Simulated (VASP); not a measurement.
# PtS2 (P1) in VASP: further runs

PtS2 is run at these levels: PBEsol; tasks: single point.

All numbers are computed with VASP 6.6.1; they aren't measurements. Logs are shortened: lines on timing, memory, paths and dates and some standing lists are left out, and cuts for length are marked.

## 1. The cell of the first run

The typed cell holds 3 atoms: a = 3.543 Å, b = 3.543 Å, c = 5.039 Å, α = 90.00°, β = 90.00°, γ = 120.00°.

## 2. Single point, PBEsol (atom 2 (S) moved by (-0.150, -0.300) A along [1 1 0] and z)

Input file INCAR:

```
PREC = Accurate
ENCUT = 520
EDIFF = 1E-6
ISMEAR = 0
SIGMA = 0.05
LREAL = F
LASPH = T
NELM = 60
ALGO = Normal
ISIF = 2
LWAVE = F
LCHARG = F
GGA = PS
NBANDS = 18
```

Input file KPOINTS:

```
Automatic mesh
0
Gamma
  12 12 8
```

Input file POSCAR:

```
PtS2
1.0
    3.5431994758      0.0000000000      0.0000000000
   -1.7715997379      3.0685007567      0.0000000000
    0.0000000000      0.0000000000      5.0388000000
Pt S
1 2
Direct
    0.0000000000      0.0000000000      0.0000000000
    0.2861152013      0.6321005950      0.1904620148
    0.6666666667      0.3333333333      0.7500000000
```

Potentials or basis: VASP PAW PBE potentials, release 64 (Pt, S).

Started as:

```
$ cat potpaw_PBE.64/Pt/POTCAR potpaw_PBE.64/S/POTCAR > POTCAR
$ mpirun -np 1 vasp_std > vasp.out
```

OUTCAR:

```text
PREC = Accurate
   ENCUT = 520
   EDIFF = 1E-6
   ISMEAR = 0
   LREAL = F
   LASPH = T
   NELM = 60
   ISIF = 2
   GGA = PS

 ion  position               nearest neighbor table
   1  0.000  0.000  0.000-   2 2.17   2 2.23   2 2.39   3 2.40   3 2.40   3 2.40
   2  0.286  0.632  0.190-   1 2.17   1 2.23   1 2.39
   3  0.667  0.333  0.750-   1 2.40   1 2.40   1 2.40

  LATTYP: Found a hexagonal cell.
 ALAT       =     3.5431994758
 C/A-ratio  =     1.4221045229

  Lattice vectors:

 A1 = (   3.5431994758,   0.0000000000,   0.0000000000)
 A2 = (  -1.7715997379,   3.0685007567,   0.0000000000)
 A3 = (   0.0000000000,   0.0000000000,   5.0388000000)

Analysis of symmetry for initial positions (statically):
=====================================================================
 Subroutine PRICEL returns:
 Original cell was already a primitive cell.

 Routine SETGRP: Setting up the symmetry group for a
 hexagonal supercell.

 Subroutine GETGRP returns: Found  1 space group operations
 (whereof  1 operations were pure point group operations)
 out of a pool of 24 trial point group operations.

The static configuration has the point symmetry C_1 .

Analysis of symmetry for dynamics (positions and initial velocities):
=====================================================================
 Subroutine PRICEL returns:
 Original cell was already a primitive cell.

 Routine SETGRP: Setting up the symmetry group for a
 hexagonal supercell.

 Subroutine GETGRP returns: Found  1 space group operations
 (whereof  1 operations were pure point group operations)
 out of a pool of 24 trial point group operations.

The dynamic configuration has the point symmetry C_1 .

 Subroutine INISYM returns: Found  1 space group operations
 (whereof  1 operations are pure point group operations),
 and found     1 'primitive' translations

----------------------------------------------------------------------------------------

                                     Primitive cell

  volume of cell :      54.7834

  direct lattice vectors                    reciprocal lattice vectors
     3.543199476  0.000000000  0.000000000     0.282230794  0.162946025  0.000000000
    -1.771599738  3.068500757  0.000000000     0.000000000  0.325892049  0.000000000
     0.000000000  0.000000000  5.038800000     0.000000000  0.000000000  0.198459951

  length of vectors
     3.543199476  3.543199476  5.038800000     0.325892049  0.325892049  0.198459951

  position of ions in fractional coordinates (direct lattice)
     0.000000000  0.000000000  0.000000000
     0.286115201  0.632100595  0.190462015
     0.666666667  0.333333333  0.750000000

  ion indices of the primitive-cell ions
   primitive index   ion index
                 1           1
                 2           2
                 3           3

----------------------------------------------------------------------------------------

 KPOINTS: Automatic mesh

Automatic generation of k-mesh.
 Grid dimensions read from file:
 generate k-points for:   12   12    8

 Generating k-lattice:

  Cartesian coordinates                     Fractional coordinates (reciprocal lattice)
     0.023519233  0.013578835  0.000000000     0.083333333  0.000000000  0.000000000
     0.000000000  0.027157671  0.000000000     0.000000000  0.083333333  0.000000000
     0.000000000  0.000000000  0.024807494     0.000000000  0.000000000  0.125000000

  Length of vectors
     0.027157671  0.027157671  0.024807494

  Shift w.r.t. Gamma in fractional coordinates (k-lattice)
     0.000000000  0.000000000  0.000000000

 Subroutine IBZKPT returns following result:
 ===========================================

 Found    580 irreducible k-points:

 Following reciprocal coordinates:
            Coordinates               Weight
  0.000000  0.000000  0.000000      1.000000
  0.083333  0.000000  0.000000      2.000000
  0.000000  0.083333  0.000000      2.000000
 -0.083333  0.083333  0.000000      2.000000
  0.166667  0.000000  0.000000      2.000000
  0.000000  0.166667  0.000000      2.000000
[... 16 lines left out ...]
  0.166667  0.083333  0.000000      2.000000
 -0.083333  0.250000  0.000000      2.000000
 [... further k-points ...]
   k-points           NKPTS =    580   k-points in BZ     NKDIM =    580   number of bands    NBANDS=     18
   number of dos      NEDOS =    301   number of ions     NIONS =      3
   total plane-waves  NPLWV =  31360
   dimension x,y,z NGX =    28 NGY =   28 NGZ =   40
   dimension x,y,z NGXF=    56 NGYF=   56 NGZF=   80
   ions per type =               1   2
   NGX,Y,Z   is equivalent  to a cutoff of  13.14, 13.14, 13.20 a.u.
   NGXF,Y,Z  is equivalent  to a cutoff of  26.28, 26.28, 26.39 a.u.
 SYSTEM =  unknown system
   PREC   = accura    normal or accurate (medium, high low for compatibility)
   ISTART =      0    job   : 0-new  1-cont  2-samecut
   ICHARG =      2    charge: 1-file 2-atom 10-const
   ISPIN  =      1    spin polarized calculation?
   LNONCOLLINEAR =      F non collinear calculations
   LSORBIT =      F    spin-orbit coupling
   LASPH  =      T    aspherical Exc in radial PAW
   ENCUT  =  520.0 eV  38.22 Ry    6.18 a.u.   6.59  6.59  9.37*2*pi/ulx,y,z
   NELM   =     60;   NELMIN=  2; NELMDL= -5     # of ELM steps
   EDIFF  = 0.1E-05   stopping-criterion for ELM
   LREAL  =      F    real-space projection
   EDIFFG = 0.1E-04   stopping-criterion for IOM
   NSW    =      0    number of steps for IOM
   IBRION =     -1    ionic relax: 0-MD 1-quasi-New 2-CG
   NFREE  =      0    steps in history (QN), initial steepest desc. (CG)
   ISIF   =      2    stress and relaxation
   ISYM   =      2    0-nonsym 1-usesym 2-fastsym
   POTIM  = 0.5000    time-step for ionic-motion
   TEBEG  =    0.0;   TEEND  =   0.0 temperature during run
   PSTRESS=    0.0 pullay stress
   NELECT =      22.0000    total number of electrons
   NUPDOWN=      -1.0000    fix difference up-down
   EMIN   =  10.00;   EMAX   =-10.00  energy-range for DOS
   EFERMI =   0.00;   METHOD = LEGACY
   ISMEAR =     0;   SIGMA  =   0.05  broadening in eV -4-tet -1-fermi 0-gaus
   EFERMI_NEDOS =   21; number of points for ismear=-14 and -15
   IALGO  =     38    algorithm
   IMIX   =      4    mixing-type and parameters
     AMIX     =   0.40;   BMIX     =  1.00
     AMIX_MAG =   1.60;   BMIX_MAG =  1.00
  volume/ion in A,a.u.               =      18.26       123.23
  Fermi-wavevector in a.u.,A,eV,Ry     =   1.207812  2.282434 19.848319  1.458810
  Thomas-Fermi vector in A             =   2.343439
   LORBIT       =      0    0 simple, 1 ext, 2 COOP (PROOUT), +10 PAW based schemes
   GGA     = PS    functional components
   LHFCALC =     F    Hartree Fock is set to
   AEXX    =    0.0000 exact exchange contribution
   IVDW    =     0    specifies the selected vdW correction
   LEPSILON=     F    determine dielectric tensor
   LRPA    =     F    only Hartree local field effects (RPA)
 non-spin polarized calculation
 Gauss-broadening in eV      SIGMA  =   0.05
  energy-cutoff  :      520.00
  volume of cell :       54.78
 maximum number of plane-waves:      1507
   NGX = 13   NGY = 13   NGZ = 19

 number of electron      22.0000001 magnetization

 Free energy of the ion-electron system (eV)
  ---------------------------------------------------
  ext. energy  EPLUGINS =         0.00000000
  ---------------------------------------------------
  free energy    TOTEN  =       -16.43715375 eV

  energy without entropy =      -16.43715375  energy(sigma->0) =      -16.43715375

 E-fermi :   7.0543     XC(G=0): -10.7340

 val. band max:        6.8597934468   @ k =   0.0000   0.1667   0.1250
 cond. band min:       7.3673790065   @ k =   0.3333   0.3333   0.0000
 fundamental gap:      0.5075855598
 Fermi energy:         7.0542927399

 k-point     1 :       0.0000    0.0000    0.0000
  band No.  band energies     occupation
      1      -9.1731      2.00000
      2      -5.6523      2.00000
      3      -0.8872      2.00000
      4      -0.6717      2.00000
      5      -0.2584      2.00000
      6       2.4205      2.00000
[... 10 lines left out ...]
     17      14.7807      0.00000
     18      18.0740      0.00000

 k-point     2 :       0.0833    0.0000    0.0000
  band No.  band energies     occupation
      1      -9.0832      2.00000
      2      -5.7097      2.00000
      3      -0.8333      2.00000
      4      -0.6355      2.00000
      5      -0.1523      2.00000
      6       2.3657      2.00000
[... 10 lines left out ...]
     17      15.0601      0.00000
     18      17.9803      0.00000

 k-point     3 :       0.0000    0.0833    0.0000
  band No.  band energies     occupation
      1      -9.0744      2.00000
      2      -5.7223      2.00000
      3      -0.8233      2.00000
      4      -0.5655      2.00000
      5      -0.1655      2.00000
      6       2.2682      2.00000
[... 10 lines left out ...]
     17      14.7502      0.00000
     18      17.6120      0.00000

 k-point     4 :      -0.0833    0.0833    0.0000
  band No.  band energies     occupation
      1      -9.0762      2.00000
      2      -5.7187      2.00000
      3      -0.8412      2.00000
      4      -0.5629      2.00000
      5      -0.1706      2.00000
      6       2.2704      2.00000
[... 10 lines left out ...]
     17      14.9094      0.00000
     18      17.6584      0.00000

 k-point     5 :       0.1667    0.0000    0.0000
  band No.  band energies     occupation
      1      -8.8249      2.00000
      2      -5.8610      2.00000
      3      -0.6851      2.00000
      4      -0.5255      2.00000
      5       0.1346      2.00000
      6       2.1318      2.00000
[... 10 lines left out ...]
     17      15.7606      0.00000
     18      16.9508      0.00000

 k-point     6 :       0.0000    0.1667    0.0000
  band No.  band energies     occupation
      1      -8.7889      2.00000
      2      -5.9028      2.00000
      3      -0.6229      2.00000
      4      -0.3012      2.00000
      5       0.0922      2.00000
      6       1.8686      2.00000
[... 10 lines left out ...]
     17      15.4738      0.00000
     18      16.6152      0.00000

 k-point     7 :      -0.1667    0.1667    0.0000
  band No.  band energies     occupation
      1      -8.7960      2.00000
      2      -5.8914      2.00000
      3      -0.6749      2.00000
      4      -0.3176      2.00000
      5       0.0821      2.00000
      6       1.9086      2.00000
[... 10 lines left out ...]
     17      15.6082      0.00000
     18      16.6556      0.00000

 k-point     8 :       0.2500   -0.0000    0.0000
  band No.  band energies     occupation
      1      -8.4348      2.00000
      2      -6.0559      2.00000
      3      -0.4859      2.00000
      4      -0.4019      2.00000
      5       0.5592      2.00000
      6       1.6148      2.00000
[... 10 lines left out ...]
     17      15.9034      0.00000
     18      16.1068      0.00000
[... 229 lines left out ...]
     17      15.1748      0.00000
     18      17.4177      0.00000

 k-point    20 :       0.0833    0.0833    0.0000
  band No.  band energies     occupation
      1      -8.8980      2.00000
      2      -5.8285      2.00000
      3      -0.7045      2.00000
      4      -0.4970      2.00000
      5       0.0311      2.00000
      6       2.1621      2.00000
[... 10 lines left out ...]
     17      15.5003      0.00000
     18      17.0885      0.00000

 k-point    21 :      -0.0833    0.1667    0.0000
  band No.  band energies     occupation
      1      -8.8779      2.00000
      2      -5.8504      2.00000
      3      -0.6983      2.00000
      4      -0.3416      2.00000
      5       0.0050      2.00000
      6       1.9803      2.00000
[... 10 lines left out ...]
     17      15.4936      0.00000
     18      16.7415      0.00000

 k-point    22 :      -0.1667    0.0833    0.0000
  band No.  band energies     occupation
      1      -8.9029      2.00000
      2      -5.8197      2.00000
      3      -0.7548      2.00000
      4      -0.4869      2.00000
      5       0.0134      2.00000
      6       2.1630      2.00000
[... 10 lines left out ...]
     17      15.5705      0.00000
     18      17.2163      0.00000

 k-point    23 :       0.1667    0.0833    0.0000
  band No.  band energies     occupation
      1      -8.5704      2.00000
      2      -5.9997      2.00000
      3      -0.5167      2.00000
      4      -0.3762      2.00000
      5       0.3712      2.00000
      6       1.8493      2.00000
[... 10 lines left out ...]
     17      16.0020      0.00000
     18      16.5578      0.00000

 k-point    24 :      -0.0833    0.2500    0.0000
  band No.  band energies     occupation
      1      -8.5114      2.00000
      2      -6.0528      2.00000
      3      -0.4424      2.00000
      4      -0.0328      2.00000
      5       0.3222      2.00000
      6       1.5178      2.00000
[... 10 lines left out ...]
     17      15.9040      0.00000
     18      16.4221      0.00000

 [... further k-points ...]
[... 5 lines left out ...]
  --------------------------------------------------------------------------------------
  -------------------------------------------------------------------------------------
  Total        2.9077314      5.7701944      3.0768410     -1.2467847      1.8423546      1.4126827
  in kB       85.0385636    168.7532190     89.9842865    -36.4630582     53.8809005     41.3148566
  external PRESSURE =     114.5920230 kB  Pullay stress =       0.0000000 kB

 VOLUME and BASIS-vectors are now :
 -----------------------------------------------------------------------------
  energy-cutoff  :      520.00
  volume of cell :       54.78
      direct lattice vectors                 reciprocal lattice vectors
     3.543199476  0.000000000  0.000000000     0.282230794  0.162946025  0.000000000
    -1.771599738  3.068500757  0.000000000     0.000000000  0.325892049  0.000000000
     0.000000000  0.000000000  5.038800000     0.000000000  0.000000000  0.198459951

 POSITION                                       TOTAL-FORCE (eV/Angst)
 -----------------------------------------------------------------------------------
      0.00000      0.00000      0.00000        -1.177390     -1.572850     -3.495371
     -0.10607      1.93960      0.95970         1.346148      1.756446      3.483187
      1.77160      1.02283      3.77910        -0.168758     -0.183596      0.012184
 -----------------------------------------------------------------------------------
    total drift:                                0.000007     -0.000056      0.000113

  FREE ENERGIE OF THE ION-ELECTRON SYSTEM (eV)
  ---------------------------------------------------
  free  energy   TOTEN  =       -16.4371537493 eV

  energy  without entropy=      -16.4371537493  energy(sigma->0) =      -16.43715375
```

It took 12 min on 1 thread of Oxide Virtual Turin-like, shared host; peak memory 0.57 GiB.

Results:

| Property | Result |
| --- | --- |
| Free energy | -16.4372 eV |
| Pressure | 11.5 GPa |
| Largest force | 4.127 eV/Å |
| Band gap on the k mesh | 0.51 eV (least direct gap 0.75 eV) |

Forces in eV/Å, atoms in the order of the input:
```
Pt  -1.177 -1.573 -3.495
S    1.346  1.756  3.483
S   -0.169 -0.184  0.012
```

Caveat: the cell differs from its parent crystal (atom 2 (S) moved by (-0.150, -0.300) A along [1 1 0] and z); the stress differs along the axes, from 9 to 17 GPa; the PAW data sets were made with another functional, which shifts forces and pressure a little; spin-orbit coupling is left out, which moves the levels of the heavy elements.

[end of part 1 of 2]
